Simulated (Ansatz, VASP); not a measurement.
## One calculation of Al2BP3, two programs

INCAR

```
SYSTEM = Al2BP3
PREC = Accurate
ENCUT = 600
EDIFF = 1E-6
ISMEAR = 0
SIGMA = 0.1
LREAL = .FALSE.
LASPH = .TRUE.
NELM = 100
ALGO = Normal
ISIF = 3
LWAVE = .FALSE.
LCHARG = .FALSE.
GGA = PE
IBRION = 2
NSW = 100
EDIFFG = -0.01
```

The input KPOINTS:

```
regular mesh
0
G
  6 6 12
  0 0 0
```

The input POSCAR:

```
Al2BP3
1.0
    6.1399087113      0.0000000000      0.0000000000
   -3.0699543557      5.3173169209      0.0000000000
    0.0000000000      0.0000000000      3.4258032440
Al B P
2 1 3
Direct
    0.3333333333      0.6666666667      0.0000000000
    0.6666666667      0.3333333333      0.0000000000
    0.0000000000      0.0000000000      0.0000000000
    0.5000000000      0.0000000000      0.5000000000
    0.5000000000      0.5000000000      0.5000000000
    0.0000000000      0.5000000000      0.5000000000
```

Input for Ansatz:

```yaml
crystal:
  lattice:
    - [6.1399087113, 0.0, 0.0]
    - [-3.0699543557, 5.3173169209, 0.0]
    - [0.0, 0.0, 3.425803244]
  atoms:
    - { symbol: Al, position: [0.3333333333, 0.6666666667, 0.0] }
    - { symbol: Al, position: [0.6666666667, 0.3333333333, 0.0] }
    - { symbol: B, position: [0.0, 0.0, 0.0] }
    - { symbol: P, position: [0.5, 0.0, 0.5] }
    - { symbol: P, position: [0.5, 0.5, 0.5] }
    - { symbol: P, position: [0.0, 0.5, 0.5] }
basis:
  ecutwfc: 420
kpoints:
  mp_grid: { grid: [6, 6, 12] }
hamiltonian:
  xc: pbe
scf:
  occupations: { method: gaussian, width: 0.1 }
output:
  forces: true
  stress: true
  eigenvalues: true
  write_density: true
  write_potential: true
  elf: true
  volumetric_format: npy
relax:
  adjacent_minimum: "off"
  f_tol: 0.01
  max_steps: 80
  cell: { stress_tol: 0.05 }
```

Change from the starting cell: species swapped into the ErB2Ru3 type (P6/mmm, No. 191).

Alike in both runs: task relaxation of cell and atoms; functional PBE; k mesh 6 × 6 × 12; occupations gaussian, width 0.1 eV; no spin polarisation.

|  | VASP | Ansatz |
| --- | --- | --- |
| version | VASP 6.6.1 | Ansatz 0.2.0 |
| potentials or method | VASP PAW PBE potentials, release 64 (Al, B, P), cutoff 600 eV | scalar-relativistic, plane waves, PAW |
| valence electrons in the cell | 24 | 24 |

|  | VASP | Ansatz | Ansatz less VASP |
| --- | --- | --- | --- |
| gap on the k mesh at the Fermi level, each at its own relaxed structure (eV) | none | none | - |
| relaxed volume (Å³/atom) | 17.60 | 17.64 | +0.036 |
| relaxed length of the cell vector where the two differ most in proportion (Å) | 5.800 | 5.809 | +0.0094 |

A gap of «none» marks a metal or a gap that the smearing closes.
